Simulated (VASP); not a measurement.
# Al (Fm-3m) in VASP: notebook

Al is run at these levels: r2SCAN; tasks: single point, relaxation of cell and atoms.

Everything below comes from runs of VASP 6.6.1. Logs are shortened: lines on timing, memory, paths and dates and some standing lists are left out, and cuts for length are marked.

### 1 The cell of the first run

Symmetry: Fm-3m, No. 225, cubic system. The conventional cell has a = 3.993 Å, b = 3.993 Å, c = 3.993 Å, α = 90.00°, β = 90.00°, γ = 90.00°. Within 3.7 Å of Al (site symmetry m-3m) lie 12 Al at 2.82 Å.

### 2 Single point, r2SCAN

POSCAR reads:

```
Al
1.0
    0.0000000000      1.9963396933      1.9963396933
    1.9963396933      0.0000000000      1.9963396933
    1.9963396933      1.9963396933      0.0000000000
Al
1
Direct
    0.0000000000      0.0000000000      0.0000000000
```

INCAR.step1 reads:

```
PREC = Accurate
ENCUT = 520
ISMEAR = 0
SIGMA = 0.1
LREAL = F
LASPH = T
NELM = 100
NBANDS = 8
GGA = PE
ALGO = Normal
EDIFF = 1E-4
LWAVE = T
LCHARG = F
```

INCAR.step2 reads:

```
PREC = Accurate
ENCUT = 520
EDIFF = 1E-7
ISMEAR = 0
SIGMA = 0.1
LREAL = F
LASPH = T
NELM = 100
ALGO = Normal
ISIF = 2
LWAVE = F
LCHARG = F
METAGGA = R2SCAN
LMIXTAU = T
NBANDS = 8
ISTART = 1
```

KPOINTS reads:

```
Automatic mesh
0
Gamma
  18 18 18
```

Potentials or basis: VASP PAW PBE potentials, release 64 (Al).

The run is started by

```console
cat potpaw_PBE.64/Al/POTCAR > POTCAR
cp INCAR.step1 INCAR
mpirun -np 1 vasp_std > vasp.out
cp INCAR.step2 INCAR
mpirun -np 1 vasp_std > vasp.out
```

OUTCAR:

```text
PREC = Accurate
   ENCUT = 520
   EDIFF = 1E-7
   ISMEAR = 0
   LREAL = F
   LASPH = T
   NELM = 100
   ISIF = 2
   METAGGA = R2SCAN
   ISTART = 1

 ion  position               nearest neighbor table
   1  0.000  0.000  0.000-

  LATTYP: Found a face centered cubic cell.
 ALAT       =     3.9926793866

  Lattice vectors:

 A1 = (   0.0000000000,   1.9963396933,   1.9963396933)
 A2 = (   1.9963396933,   0.0000000000,   1.9963396933)
 A3 = (   1.9963396933,   1.9963396933,   0.0000000000)

Analysis of symmetry for initial positions (statically):
[... 5 lines left out ...]
 face centered cubic supercell.

 Subroutine GETGRP returns: Found 48 space group operations
 (whereof 48 operations were pure point group operations)
 out of a pool of 48 trial point group operations.

The static configuration has the point symmetry O_h .

Analysis of symmetry for dynamics (positions and initial velocities):
[... 5 lines left out ...]
 face centered cubic supercell.

 Subroutine GETGRP returns: Found 48 space group operations
 (whereof 48 operations were pure point group operations)
 out of a pool of 48 trial point group operations.

The dynamic configuration has the point symmetry O_h .

 Subroutine INISYM returns: Found 48 space group operations
 (whereof 48 operations are pure point group operations),
 and found     1 'primitive' translations

----------------------------------------------------------------------------------------

                                     Primitive cell

  volume of cell :      15.9123

  direct lattice vectors                    reciprocal lattice vectors
     0.000000000  1.996339693  1.996339693    -0.250458377  0.250458377  0.250458377
     1.996339693  0.000000000  1.996339693     0.250458377 -0.250458377  0.250458377
     1.996339693  1.996339693  0.000000000     0.250458377  0.250458377 -0.250458377

  length of vectors
     2.823250669  2.823250669  2.823250669     0.433806635  0.433806635  0.433806635

  position of ions in fractional coordinates (direct lattice)
     0.000000000  0.000000000  0.000000000

  ion indices of the primitive-cell ions
   primitive index   ion index
                 1           1

----------------------------------------------------------------------------------------

 KPOINTS: Automatic mesh

Automatic generation of k-mesh.
 Grid dimensions read from file:
 generate k-points for:   18   18   18

 Generating k-lattice:

  Cartesian coordinates                     Fractional coordinates (reciprocal lattice)
    -0.013914354  0.013914354  0.013914354     0.055555556  0.000000000  0.000000000
     0.013914354 -0.013914354  0.013914354     0.000000000  0.055555556  0.000000000
     0.013914354  0.013914354 -0.013914354     0.000000000  0.000000000  0.055555556

  Length of vectors
     0.024100369  0.024100369  0.024100369

  Shift w.r.t. Gamma in fractional coordinates (k-lattice)
     0.000000000  0.000000000  0.000000000

 Subroutine IBZKPT returns following result:
 ===========================================

 Found    195 irreducible k-points:

 Following reciprocal coordinates:
            Coordinates               Weight
  0.000000  0.000000  0.000000      1.000000
  0.055556  0.000000  0.000000      8.000000
  0.111111  0.000000  0.000000      8.000000
  0.166667  0.000000  0.000000      8.000000
  0.222222  0.000000  0.000000      8.000000
  0.277778  0.000000  0.000000      8.000000
[... 16 lines left out ...]
 -0.277778  0.055556  0.000000     24.000000
 -0.222222  0.055556  0.000000     24.000000
 [... further k-points ...]
   k-points           NKPTS =    195   k-points in BZ     NKDIM =    195   number of bands    NBANDS=      8
   number of dos      NEDOS =    301   number of ions     NIONS =      1
   total plane-waves  NPLWV =  13824
   dimension x,y,z NGX =    24 NGY =   24 NGZ =   24
   dimension x,y,z NGXF=    48 NGYF=   48 NGZF=   48
   ions per type =               1
   NGX,Y,Z   is equivalent  to a cutoff of  14.13, 14.13, 14.13 a.u.
   NGXF,Y,Z  is equivalent  to a cutoff of  28.26, 28.26, 28.26 a.u.
 SYSTEM =  unknown system
   PREC   = accura    normal or accurate (medium, high low for compatibility)
   ISTART =      1    job   : 0-new  1-cont  2-samecut
   ICHARG =      0    charge: 1-file 2-atom 10-const
   ISPIN  =      1    spin polarized calculation?
   LNONCOLLINEAR =      F non collinear calculations
   LSORBIT =      F    spin-orbit coupling
   LASPH  =      T    aspherical Exc in radial PAW
   ENCUT  =  520.0 eV  38.22 Ry    6.18 a.u.   5.25  5.25  5.25*2*pi/ulx,y,z
   NELM   =    100;   NELMIN=  2; NELMDL=  0     # of ELM steps
   EDIFF  = 0.1E-06   stopping-criterion for ELM
   LREAL  =      F    real-space projection
   EDIFFG = 0.1E-05   stopping-criterion for IOM
   NSW    =      0    number of steps for IOM
   IBRION =     -1    ionic relax: 0-MD 1-quasi-New 2-CG
   NFREE  =      0    steps in history (QN), initial steepest desc. (CG)
   ISIF   =      2    stress and relaxation
   ISYM   =      2    0-nonsym 1-usesym 2-fastsym
   POTIM  = 0.5000    time-step for ionic-motion
   TEBEG  =    0.0;   TEEND  =   0.0 temperature during run
   PSTRESS=    0.0 pullay stress
   NELECT =       3.0000    total number of electrons
   NUPDOWN=      -1.0000    fix difference up-down
   EMIN   =  10.00;   EMAX   =-10.00  energy-range for DOS
   EFERMI =   0.00;   METHOD = LEGACY
   ISMEAR =     0;   SIGMA  =   0.10  broadening in eV -4-tet -1-fermi 0-gaus
   EFERMI_NEDOS =   21; number of points for ismear=-14 and -15
   IALGO  =     38    algorithm
   IMIX   =      4    mixing-type and parameters
     AMIX     =   0.40;   BMIX     =  1.00
     AMIX_MAG =   1.60;   BMIX_MAG =  1.00
  volume/ion in A,a.u.               =      15.91       107.38
  Fermi-wavevector in a.u.,A,eV,Ry     =   0.938723  1.773929 11.989467  0.881201
  Thomas-Fermi vector in A             =   2.065963
   LORBIT       =      0    0 simple, 1 ext, 2 COOP (PROOUT), +10 PAW based schemes
   METAGGA = R2SCAN    functional components
   LHFCALC =     F    Hartree Fock is set to
   AEXX    =    0.0000 exact exchange contribution
   IVDW    =     0    specifies the selected vdW correction
   LEPSILON=     F    determine dielectric tensor
   LRPA    =     F    only Hartree local field effects (RPA)
 non-spin polarized calculation
 Gauss-broadening in eV      SIGMA  =   0.10
  energy-cutoff  :      520.00
  volume of cell :       15.91
 maximum number of plane-waves:       444
 NGX is ok and might be reduce to    24
   NGX = 11   NGY = 11   NGZ = 11

 number of electron       3.0000000 magnetization

 Free energy of the ion-electron system (eV)
  ---------------------------------------------------
  ext. energy  EPLUGINS =         0.00000000
  ---------------------------------------------------
  free energy    TOTEN  =        -6.73695506 eV

  energy without entropy =       -6.73440856  energy(sigma->0) =       -6.73568181

 E-fermi :   8.4029     XC(G=0): -11.0413

 val. band max:        8.3879902388   @ k =  -0.3333   0.4444   0.1111
 cond. band min:       8.4378604625   @ k =  -0.3333   0.3889   0.0556
 fundamental gap:      0.0498702237
 Fermi energy:         8.4029397593

 k-point     1 :       0.0000    0.0000    0.0000
  band No.  band energies     occupation
      1      -3.6977      2.00000
      2      21.9283      0.00000
      3      21.9283      0.00000
      4      21.9283      0.00000
      5      24.1269      0.00000
      6      24.1269      0.00000
      7      24.1269      0.00000
      8      26.0266      0.00000

 k-point     2 :       0.0556    0.0000    0.0000
  band No.  band energies     occupation
      1      -3.6064      2.00000
      2      20.3974      0.00000
      3      21.6719      0.00000
      4      21.6719      0.00000
      5      24.5295      0.00000
      6      24.5295      0.00000
      7      24.5814      0.00000
      8      27.0366      0.00000

 k-point     3 :       0.1111    0.0000    0.0000
  band No.  band energies     occupation
      1      -3.3328      2.00000
      2      18.0160      0.00000
      3      21.1926      0.00000
      4      21.1926      0.00000
      5      24.5555      0.00000
      6      25.4259      0.00000
      7      25.4259      0.00000
      8      27.7571      0.00000

 k-point     4 :       0.1667    0.0000    0.0000
  band No.  band energies     occupation
      1      -2.8781      2.00000
      2      15.6002      0.00000
      3      20.7478      0.00000
      4      20.7478      0.00000
      5      24.3421      0.00000
      6      26.0569      0.00000
      7      26.0569      0.00000
      8      27.0471      0.00000

 k-point     5 :       0.2222    0.0000    0.0000
  band No.  band energies     occupation
      1      -2.2439      2.00000
      2      13.2622      0.00000
      3      20.4128      0.00000
      4      20.4128      0.00000
      5      24.1341      0.00000
      6      25.0621      0.00000
      7      25.0621      0.00000
      8      28.1988      0.00000

 k-point     6 :       0.2778    0.0000    0.0000
  band No.  band energies     occupation
      1      -1.4328      2.00000
      2      11.0384      0.00000
      3      20.2104      0.00000
      4      20.2105      0.00000
      5      23.9661      0.00000
      6      23.9661      0.00000
      7      24.0079      0.00000
      8      28.3152      0.00000

 k-point     7 :       0.3333    0.0000    0.0000
  band No.  band energies     occupation
      1      -0.4480      2.00000
      2       8.9468      0.00000
      3      20.1489      0.00000
      4      20.1489      0.00000
      5      22.9881      0.00000
      6      22.9881      0.00000
      7      24.0025      0.00000
      8      27.3182      0.00000
[... 133 lines left out ...]
 k-point    20 :      -0.4444    0.0556    0.0000
  band No.  band energies     occupation
      1       2.5625      2.00000
      2       4.7295      2.00000
      3      18.7579      0.00000
      4      20.0313      0.00000
      5      21.6458      0.00000
      6      21.9559      0.00000
      7      25.2882      0.00000
      8      26.4023      0.00000

 k-point    21 :      -0.3889    0.0556    0.0000
  band No.  band energies     occupation
      1       1.2051      2.00000
      2       6.4576      2.00000
      3      18.4732      0.00000
      4      20.6671      0.00000
      5      21.6738      0.00000
      6      22.2971      0.00000
      7      24.9520      0.00000
      8      27.0762      0.00000

 k-point    22 :      -0.3333    0.0556    0.0000
  band No.  band energies     occupation
      1      -0.0028      2.00000
      2       8.3524      1.52529
      3      18.3413      0.00000
      4      21.3425      0.00000
      5      21.6518      0.00000
      6      23.0950      0.00000
      7      24.7611      0.00000
      8      27.8822      0.00000

 k-point    23 :      -0.2778    0.0556    0.0000
  band No.  band energies     occupation
      1      -1.0440      2.00000
      2      10.3930      0.00000
      3      18.3632      0.00000
      4      21.4725      0.00000
      5      22.4678      0.00000
      6      24.0130      0.00000
      7      24.7327      0.00000
      8      28.7400      0.00000

 k-point    24 :      -0.2222    0.0556    0.0000
  band No.  band energies     occupation
      1      -1.9129      2.00000
      2      12.5664      0.00000
      3      18.5389      0.00000
      4      21.6134      0.00000
      5      23.5465      0.00000
      6      24.6800      0.00000
      7      25.2028      0.00000
      8      27.5477      0.00000

 [... further k-points ...]
[... 5 lines left out ...]
  --------------------------------------------------------------------------------------
  -------------------------------------------------------------------------------------
  Total       -0.0371334     -0.0371334     -0.0371334     -0.0000000      0.0000000     -0.0000000
  in kB       -3.7388841     -3.7388841     -3.7388841     -0.0000000      0.0000000     -0.0000000
  external PRESSURE =      -3.7388841 kB  Pullay stress =       0.0000000 kB

 VOLUME and BASIS-vectors are now :
 -----------------------------------------------------------------------------
  energy-cutoff  :      520.00
  volume of cell :       15.91
      direct lattice vectors                 reciprocal lattice vectors
     0.000000000  1.996339693  1.996339693    -0.250458377  0.250458377  0.250458377
     1.996339693  0.000000000  1.996339693     0.250458377 -0.250458377  0.250458377
     1.996339693  1.996339693  0.000000000     0.250458377  0.250458377 -0.250458377

 POSITION                                       TOTAL-FORCE (eV/Angst)
 -----------------------------------------------------------------------------------
      0.00000      0.00000      0.00000         0.000000     -0.000000      0.000000
 -----------------------------------------------------------------------------------
    total drift:                               -0.000000      0.000000      0.000000

  FREE ENERGIE OF THE ION-ELECTRON SYSTEM (eV)
  ---------------------------------------------------
  free  energy   TOTEN  =        -6.7369550630 eV

  energy  without entropy=       -6.7344085603  energy(sigma->0) =       -6.73568181
```

Run time: 30 s. Hardware: 1 thread of Intel Xeon 6975P-C (Granite Rapids), shared host; peak memory 0.14 GiB.

Results:

```yaml
Free_energy: -6.7370 eV
Pressure: -0.4 GPa
```

Caveat: the PAW data sets were made with another functional, which shifts forces and pressure a little.

[end of part 1 of 3]
